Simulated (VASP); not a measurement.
Write the native input for VASP 6.6.1 that does the following.

```
Task                   : single point
Functional             : PBEsol
Potentials or basis    : VASP PAW PBE potentials, release 64 (Cd, Se)
Cutoff                 : 520 eV
k mesh                 : 8 × 8 × 8
Occupations            : fermi-dirac, width 0.05 eV
Spin                   : no spin polarisation
Dipole correction      : no
Further INCAR settings : ALGO = Normal; EDIFF = 1e-06; NBANDS = 16
```

The structure of CdSe lies in POSCAR:

```
CdSe
1.0
    0.0000000000      3.0413240220      3.0413240220
    3.0413240220      0.0000000000      3.0413240220
    3.0413240220      3.0413240220      0.0000000000
Cd Se
1 1
Direct
    0.0000000000      0.0000000000      0.0000000000
    0.2500000000      0.2500000000      0.2500000000
```

The input as run:

INCAR

```
SYSTEM = CdSe
ALGO     = Normal         ! electronic algorithm
EDIFF    = 1E-6           ! SCF threshold, eV
ENCUT    = 520            ! plane-wave cutoff, eV
GGA      = PS             ! functional
ISIF     = 2              ! what is computed and relaxed
ISMEAR   = -1             ! smearing method
LASPH    = .TRUE.         ! aspherical terms in the spheres
LCHARG   = .TRUE.         ! write CHGCAR
LELF     = .TRUE.         ! ELF
LREAL    = .FALSE.        ! projectors in reciprocal space
LVHAR    = .TRUE.       
LWAVE    = .FALSE.        ! write WAVECAR
NBANDS   = 16             ! bands
NELM     = 100            ! most SCF steps
PREC     = Accurate       ! precision mode
SIGMA    = 0.05           ! smearing width, eV
```

KPOINTS

```
k-points
0
G
  8 8 8
  0 0 0
```

Potentials or basis: VASP PAW PBE potentials, release 64 (Cd, Se).

Launch:

```bash
$ cat potpaw_PBE.64/Cd/POTCAR potpaw_PBE.64/Se/POTCAR > POTCAR
$ mpirun -np 1 vasp_std > vasp.out
```

It gave:

```json
{
 "Pressure": "0.3 GPa",
 "Band gap on the k mesh": "0.48 eV"
}
```

Caveat: semilocal functionals underestimate gaps, and a narrow one can read as zero; the PAW data sets were made with another functional, which shifts forces and pressure a little.

Run time: 16 s on 1 thread of Intel(R) Xeon(R) Platinum 8375C CPU @ 2.90GHz (Ice Lake) (shared host), peak memory 0.18 GiB.
